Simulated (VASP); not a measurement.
# CaO (P6_3/mmc) in VASP: further runs

CaO is run at these levels: PBE; tasks: single point.

Everything below comes from runs of VASP 6.6.1. Logs are shortened: lines on timing, memory, paths and dates and some standing lists are left out, and cuts for length are marked.

## (1) The cell of the first run

The structure is hexagonal, space group P6_3/mmc (No. 194). The conventional cell has a = 3.921 Å, b = 3.921 Å, c = 4.712 Å, α = 90.00°, β = 90.00°, γ = 120.00°. Ca (site symmetry -6m2) has 5 O at 2.26 to 2.36 Å within 3.0 Å. Within 3.0 Å of O (site symmetry -6m2) lie 5 Ca at 2.26 to 2.36 Å.

## (2) Single point, PBE (15.69 Å³/atom)

Input file INCAR:

```
  PREC = Accurate
  ENCUT = 520
  EDIFF = 1E-6
  ISMEAR = 0
  SIGMA = 0.01
  LREAL = F
  LASPH = T
  NELM = 60
  ALGO = Normal
  ISIF = 2
  LWAVE = F
  LCHARG = T
  GGA = PE
  LELF = T
  LVHAR = T
  NBANDS = 24
```

Input file KPOINTS:

```
Automatic mesh
0
Gamma
  6 6 4
```

Input file POSCAR:

```
CaO
1.0
    3.9214238547      0.0000000000      0.0000000000
   -1.9607119274      3.3960526772      0.0000000000
    0.0000000000      0.0000000000      4.7119139538
Ca O
2 2
Direct
    0.3333333333      0.6666666667     -0.0624994791
    0.6666666667      0.3333333333      0.4375005209
    0.3333333333      0.6666666667      0.4374994791
    0.6666666667      0.3333333333      0.9374994791
```

Potentials or basis: VASP PAW PBE potentials, release 64 (Ca_sv, O).

The run is started by

```
$ cat potpaw_PBE.64/Ca_sv/POTCAR potpaw_PBE.64/O/POTCAR > POTCAR
$ mpirun -np 1 vasp_std > vasp.out
```

OUTCAR:

```text
PREC = Accurate
   ENCUT = 520
   EDIFF = 1E-6
   ISMEAR = 0
   LREAL = F
   LASPH = T
   NELM = 60
   ISIF = 2
   GGA = PE

 ion  position               nearest neighbor table
   1  0.333  0.667  0.938-   4 2.26   4 2.26   4 2.26   3 2.36   3 2.36
   2  0.667  0.333  0.438-   3 2.26   3 2.26   3 2.26   4 2.36   4 2.36
   3  0.333  0.667  0.437-   2 2.26   2 2.26   2 2.26   1 2.36   1 2.36
   4  0.667  0.333  0.937-   1 2.26   1 2.26   1 2.26   2 2.36   2 2.36

  LATTYP: Found a hexagonal cell.
 ALAT       =     3.9214238547
 C/A-ratio  =     1.2015824171

  Lattice vectors:

 A1 = (   3.9214238547,   0.0000000000,   0.0000000000)
 A2 = (  -1.9607119274,   3.3960526772,   0.0000000000)
 A3 = (   0.0000000000,   0.0000000000,   4.7119139538)

Analysis of symmetry for initial positions (statically):
=====================================================================
 Subroutine PRICEL returns:
 Original cell was already a primitive cell.

 Routine SETGRP: Setting up the symmetry group for a
 hexagonal supercell.

 Subroutine GETGRP returns: Found 24 space group operations
 (whereof  6 operations were pure point group operations)
 out of a pool of 24 trial point group operations.

The static configuration has the point symmetry C_3v.
 The point group associated with its full space group is D_6h.

Analysis of symmetry for dynamics (positions and initial velocities):
=====================================================================
 Subroutine PRICEL returns:
 Original cell was already a primitive cell.

 Routine SETGRP: Setting up the symmetry group for a
 hexagonal supercell.

 Subroutine GETGRP returns: Found 24 space group operations
 (whereof  6 operations were pure point group operations)
 out of a pool of 24 trial point group operations.

The dynamic configuration has the point symmetry C_3v.
 The point group associated with its full space group is D_6h.

 Subroutine INISYM returns: Found 24 space group operations
 (whereof  6 operations are pure point group operations),
 and found     1 'primitive' translations

----------------------------------------------------------------------------------------

                                     Primitive cell

  volume of cell :      62.7503

  direct lattice vectors                    reciprocal lattice vectors
     3.921423855  0.000000000  0.000000000     0.255009414  0.147229754  0.000000000
    -1.960711927  3.396052677  0.000000000     0.000000000  0.294459508  0.000000000
     0.000000000  0.000000000  4.711913954     0.000000000  0.000000000  0.212227984

  length of vectors
     3.921423855  3.921423855  4.711913954     0.294459508  0.294459508  0.212227984

  position of ions in fractional coordinates (direct lattice)
     0.333333333  0.666666667  0.937500521
     0.666666667  0.333333333  0.437500521
     0.333333333  0.666666667  0.437499479
     0.666666667  0.333333333  0.937499479

  ion indices of the primitive-cell ions
   primitive index   ion index
                 1           1
                 2           2
                 3           3
                 4           4

----------------------------------------------------------------------------------------

 KPOINTS: Automatic mesh

Automatic generation of k-mesh.
 Grid dimensions read from file:
 generate k-points for:    6    6    4

 Generating k-lattice:

  Cartesian coordinates                     Fractional coordinates (reciprocal lattice)
     0.042501569  0.024538292  0.000000000     0.166666667  0.000000000  0.000000000
     0.000000000  0.049076585  0.000000000     0.000000000  0.166666667  0.000000000
     0.000000000  0.000000000  0.053056996     0.000000000  0.000000000  0.250000000

  Length of vectors
     0.049076585  0.049076585  0.053056996

  Shift w.r.t. Gamma in fractional coordinates (k-lattice)
     0.000000000  0.000000000  0.000000000

 Subroutine IBZKPT returns following result:
 ===========================================

 Found     21 irreducible k-points:

 Following reciprocal coordinates:
            Coordinates               Weight
  0.000000  0.000000  0.000000      1.000000
  0.166667  0.000000  0.000000      6.000000
  0.333333 -0.000000  0.000000      6.000000
  0.500000  0.000000  0.000000      3.000000
  0.166667  0.166667  0.000000      6.000000
  0.333333  0.166667  0.000000     12.000000
[... 13 lines left out ...]
  0.333333  0.166667  0.500000     12.000000
  0.333333  0.333333  0.500000      2.000000
   k-points           NKPTS =     21   k-points in BZ     NKDIM =     21   number of bands    NBANDS=     24
   number of dos      NEDOS =    301   number of ions     NIONS =      4
   total plane-waves  NPLWV =  32400
   dimension x,y,z NGX =    30 NGY =   30 NGZ =   36
   dimension x,y,z NGXF=    60 NGYF=   60 NGZF=   72
   ions per type =               2   2
   NGX,Y,Z   is equivalent  to a cutoff of  12.72, 12.72, 12.70 a.u.
   NGXF,Y,Z  is equivalent  to a cutoff of  25.44, 25.44, 25.40 a.u.
 SYSTEM =  unknown system
   PREC   = accura    normal or accurate (medium, high low for compatibility)
   ISTART =      0    job   : 0-new  1-cont  2-samecut
   ICHARG =      2    charge: 1-file 2-atom 10-const
   ISPIN  =      1    spin polarized calculation?
   LNONCOLLINEAR =      F non collinear calculations
   LSORBIT =      F    spin-orbit coupling
   LASPH  =      T    aspherical Exc in radial PAW
   ENCUT  =  520.0 eV  38.22 Ry    6.18 a.u.   7.29  7.29  8.76*2*pi/ulx,y,z
   NELM   =     60;   NELMIN=  2; NELMDL= -5     # of ELM steps
   EDIFF  = 0.1E-05   stopping-criterion for ELM
   LREAL  =      F    real-space projection
   EDIFFG = 0.1E-04   stopping-criterion for IOM
   NSW    =      0    number of steps for IOM
   IBRION =     -1    ionic relax: 0-MD 1-quasi-New 2-CG
   NFREE  =      0    steps in history (QN), initial steepest desc. (CG)
   ISIF   =      2    stress and relaxation
   ISYM   =      2    0-nonsym 1-usesym 2-fastsym
   POTIM  = 0.5000    time-step for ionic-motion
   TEBEG  =    0.0;   TEEND  =   0.0 temperature during run
   PSTRESS=    0.0 pullay stress
   NELECT =      32.0000    total number of electrons
   NUPDOWN=      -1.0000    fix difference up-down
   EMIN   =  10.00;   EMAX   =-10.00  energy-range for DOS
   EFERMI =   0.00;   METHOD = LEGACY
   ISMEAR =     0;   SIGMA  =   0.01  broadening in eV -4-tet -1-fermi 0-gaus
   EFERMI_NEDOS =   21; number of points for ismear=-14 and -15
   IALGO  =     38    algorithm
   IMIX   =      4    mixing-type and parameters
     AMIX     =   0.40;   BMIX     =  1.00
     AMIX_MAG =   1.60;   BMIX_MAG =  1.00
  volume/ion in A,a.u.               =      15.69       105.86
  Fermi-wavevector in a.u.,A,eV,Ry     =   1.307935  2.471640 23.275420  1.710695
  Thomas-Fermi vector in A             =   2.438636
   LORBIT       =      0    0 simple, 1 ext, 2 COOP (PROOUT), +10 PAW based schemes
   GGA     = PE    functional components
   LHFCALC =     F    Hartree Fock is set to
   AEXX    =    0.0000 exact exchange contribution
   IVDW    =     0    specifies the selected vdW correction
   LEPSILON=     F    determine dielectric tensor
   LRPA    =     F    only Hartree local field effects (RPA)
 non-spin polarized calculation
 Gauss-broadening in eV      SIGMA  =   0.01
  energy-cutoff  :      520.00
  volume of cell :       62.75
 maximum number of plane-waves:      1716
 NGX is ok and might be reduce to    30
   NGX = 15   NGY = 15   NGZ = 17

 number of electron      31.9999992 magnetization

 Free energy of the ion-electron system (eV)
  ---------------------------------------------------
  ext. energy  EPLUGINS =         0.00000000
  ---------------------------------------------------
  free energy    TOTEN  =       -25.26061498 eV

  energy without entropy =      -25.26061498  energy(sigma->0) =      -25.26061498

 E-fermi :   1.7530     XC(G=0):  -9.6256

 val. band max:        1.5965335490   @ k =   0.0000   0.0000   0.0000
 cond. band min:       4.9449385817   @ k =   0.0000   0.0000   0.0000
 fundamental gap:      3.3484050327
 Fermi energy:         1.7530373975

 k-point     1 :       0.0000    0.0000    0.0000
  band No.  band energies     occupation
      1     -35.8451      2.00000
      2     -35.6830      2.00000
      3     -17.2519      2.00000
      4     -16.9573      2.00000
      5     -16.9573      2.00000
      6     -16.7279      2.00000
[... 16 lines left out ...]
     23      10.2798      0.00000
     24      10.4997      0.00000

 k-point     2 :       0.1667    0.0000    0.0000
  band No.  band energies     occupation
      1     -35.8314      2.00000
      2     -35.6883      2.00000
      3     -17.2086      2.00000
      4     -17.1053      2.00000
      5     -16.9847      2.00000
      6     -16.9075      2.00000
[... 16 lines left out ...]
     23      10.0286      0.00000
     24      10.2836      0.00000

 k-point     3 :       0.3333   -0.0000    0.0000
  band No.  band energies     occupation
      1     -35.7982      2.00000
      2     -35.7046      2.00000
      3     -17.3678      2.00000
      4     -17.2030      2.00000
      5     -17.0986      2.00000
      6     -17.0348      2.00000
[... 16 lines left out ...]
     23      10.0694      0.00000
     24      10.2453      0.00000

 k-point     4 :       0.5000    0.0000    0.0000
  band No.  band energies     occupation
      1     -35.7740      2.00000
      2     -35.7202      2.00000
      3     -17.4871      2.00000
      4     -17.3288      2.00000
      5     -17.0583      2.00000
      6     -17.0120      2.00000
[... 16 lines left out ...]
     23      10.3465      0.00000
     24      10.5180      0.00000

 k-point     5 :       0.1667    0.1667    0.0000
  band No.  band energies     occupation
      1     -35.8076      2.00000
      2     -35.6994      2.00000
      3     -17.2797      2.00000
      4     -17.1583      2.00000
      5     -17.1307      2.00000
      6     -17.0197      2.00000
[... 16 lines left out ...]
     23      10.0912      0.00000
     24      10.2333      0.00000

 k-point     6 :       0.3333    0.1667    0.0000
  band No.  band energies     occupation
      1     -35.7741      2.00000
      2     -35.7201      2.00000
      3     -17.4377      2.00000
      4     -17.3339      2.00000
      5     -17.0954      2.00000
      6     -17.0126      2.00000
[... 16 lines left out ...]
     23       9.9823      0.00000
     24      10.5440      0.00000
[... 298 lines left out ...]
 k-point    18 :       0.5000    0.0000    0.5000
  band No.  band energies     occupation
      1     -35.7456      2.00000
      2     -35.7456      2.00000
      3     -17.7888      2.00000
      4     -17.7888      2.00000
      5     -16.8939      2.00000
      6     -16.8939      2.00000
[... 16 lines left out ...]
     23      10.2637      0.00000
     24      10.2637      0.00000

 k-point    19 :       0.1667    0.1667    0.5000
  band No.  band energies     occupation
      1     -35.7523      2.00000
      2     -35.7523      2.00000
      3     -17.6052      2.00000
      4     -17.6052      2.00000
      5     -16.8875      2.00000
      6     -16.8875      2.00000
[... 16 lines left out ...]
     23      10.0866      0.00000
     24      10.0866      0.00000

 k-point    20 :       0.3333    0.1667    0.5000
  band No.  band energies     occupation
      1     -35.7456      2.00000
      2     -35.7456      2.00000
      3     -17.7748      2.00000
      4     -17.7748      2.00000
      5     -16.9262      2.00000
      6     -16.9262      2.00000
[... 16 lines left out ...]
     23      10.4313      0.00000
     24      10.4313      0.00000

 k-point    21 :       0.3333    0.3333    0.5000
  band No.  band energies     occupation
      1     -35.7433      2.00000
      2     -35.7433      2.00000
      3     -17.8139      2.00000
      4     -17.8139      2.00000
      5     -16.9636      2.00000
      6     -16.9636      2.00000
[... 16 lines left out ...]
     23      10.4375      0.00000
     24      10.4375      0.00000

------------------------ aborting loop because EDIFF is reached ----------------------------------------

  FORCE on cell =-STRESS in cart. coord.  units (eV):
  Direction    XX          YY          ZZ          XY          YZ          ZX
  --------------------------------------------------------------------------------------
  -------------------------------------------------------------------------------------
  Total        2.5330032      2.5330032      2.7745514     -0.0000000     -0.0000000      0.0000000
  in kB       64.6741558     64.6741558     70.8415088     -0.0000000     -0.0000000      0.0000000
  external PRESSURE =      66.7299402 kB  Pullay stress =       0.0000000 kB

 VOLUME and BASIS-vectors are now :
 -----------------------------------------------------------------------------
  energy-cutoff  :      520.00
  volume of cell :       62.75
      direct lattice vectors                 reciprocal lattice vectors
     3.921423855  0.000000000  0.000000000     0.255009414  0.147229754  0.000000000
    -1.960711927  3.396052677  0.000000000     0.000000000  0.294459508  0.000000000
     0.000000000  0.000000000  4.711913954     0.000000000  0.000000000  0.212227984

 POSITION                                       TOTAL-FORCE (eV/Angst)
 -----------------------------------------------------------------------------------
     -0.00000      2.26404      4.41742        -0.000000      0.000000      0.000000
      1.96071      1.13202      2.06146         0.000000     -0.000000      0.000000
     -0.00000      2.26404      2.06146        -0.000000      0.000000     -0.000000
      1.96071      1.13202      4.41742         0.000000     -0.000000      0.000000
 -----------------------------------------------------------------------------------
    total drift:                               -0.000000      0.000000      0.011456

  FREE ENERGIE OF THE ION-ELECTRON SYSTEM (eV)
  ---------------------------------------------------
  free  energy   TOTEN  =       -25.2606149756 eV

  energy  without entropy=      -25.2606149756  energy(sigma->0) =      -25.26061498
```

It took 17 s on 1 thread of Intel Xeon 6975P-C (Granite Rapids), shared host; peak memory 0.18 GiB.

Results:

- Free energy: -25.2606 eV
- Pressure: 6.7 GPa
- Band gap on the k mesh: 3.35 eV

Stress tensor (GPa, compression positive):
```
6.47 0.00 0.00
0.00 6.47 0.00
0.00 0.00 7.08
```

Levels at points of the mesh, in eV from the valence-band top:
```csv
k point,band 14,band 15,band 16,band 17,band 18,band 19
"(0.00, 0.00, 0.00)",-1.25,-1.07,0.00,3.35,6.26,6.26
"(0.50, 0.00, 0.00)",-0.84,-0.62,-0.40,4.77,5.32,5.34
"(0.00, 0.00, 0.50)",-1.38,-1.38,-1.38,5.17,5.17,8.01
"(0.50, 0.00, 0.50)",-1.13,-0.78,-0.78,5.47,5.47,7.52
```

Caveat: the cell stands under pressure; the structure was generated, so it needn't be the stable form of CaO.

## (3) Single point, PBE (16.19 Å³/atom)

This run uses another cell than the first one, of 16.19 Å³/atom.

Input file INCAR:

```
SYSTEM = CaO
  ALGO = Normal
  EDIFF = 1E-6
  ENCUT = 520
  GGA = PE
  ISIF = 2
  ISMEAR = 0
  LASPH = .TRUE.
  LCHARG = .TRUE.
  LELF = .TRUE.
  LREAL = .FALSE.
  LVHAR = .TRUE.
  LWAVE = .FALSE.
  NBANDS = 24
  NELM = 60
  PREC = Accurate
  SIGMA = 0.01
```

Input file KPOINTS:

```
k-points
0
G
  6 6 4
  0 0 0
```

Input file POSCAR:

```
CaO
1.0
    3.9627050342      0.0000000000      0.0000000000
   -1.9813525171      3.4318032273      0.0000000000
    0.0000000000      0.0000000000      4.7615166932
Ca O
2 2
Direct
    0.3333333333      0.6666666667     -0.0624994791
    0.6666666667      0.3333333333      0.4375005209
    0.3333333333      0.6666666667      0.4374994791
    0.6666666667      0.3333333333      0.9374994791
```

Potentials or basis: VASP PAW PBE potentials, release 64 (Ca_sv, O).

The run is started by

```
$ cat potpaw_PBE.64/Ca_sv/POTCAR potpaw_PBE.64/O/POTCAR > POTCAR
$ mpirun -np 1 vasp_std > vasp.out
```

It took 16 s on 1 thread of Intel Xeon 6975P-C (Granite Rapids), shared host; peak memory 0.19 GiB.

It converged, with:

```
Free energy            : -25.3249 eV
Pressure               : 3.3 GPa
Band gap on the k mesh : 3.24 eV
```

Stress tensor (GPa, compression positive):
```
3.25 0.00 0.00
0.00 3.25 0.00
0.00 0.00 3.49
```

Levels at points of the mesh, in eV from the valence-band top:
| k point | band 13 | band 14 | band 15 | band 16 | band 17 | band 18 | band 19 | band 20 |
| --- | --- | --- | --- | --- | --- | --- | --- | --- |
| (0.00, 0.00, 0.00) | -1.19 | -1.19 | -1.09 | 0.00 | 3.24 | 6.19 | 6.19 | 7.77 |
| (0.50, 0.00, 0.00) | -0.85 | -0.84 | -0.61 | -0.39 | 4.72 | 5.28 | 5.29 | 7.72 |
| (0.00, 0.00, 0.50) | -1.32 | -1.32 | -1.32 | -1.32 | 5.05 | 5.05 | 7.86 | 7.86 |
| (0.50, 0.00, 0.50) | -1.08 | -1.08 | -0.76 | -0.76 | 5.40 | 5.40 | 7.39 | 7.39 |

Caveat: the cell stands under pressure; the structure was generated, so it needn't be the stable form of CaO.
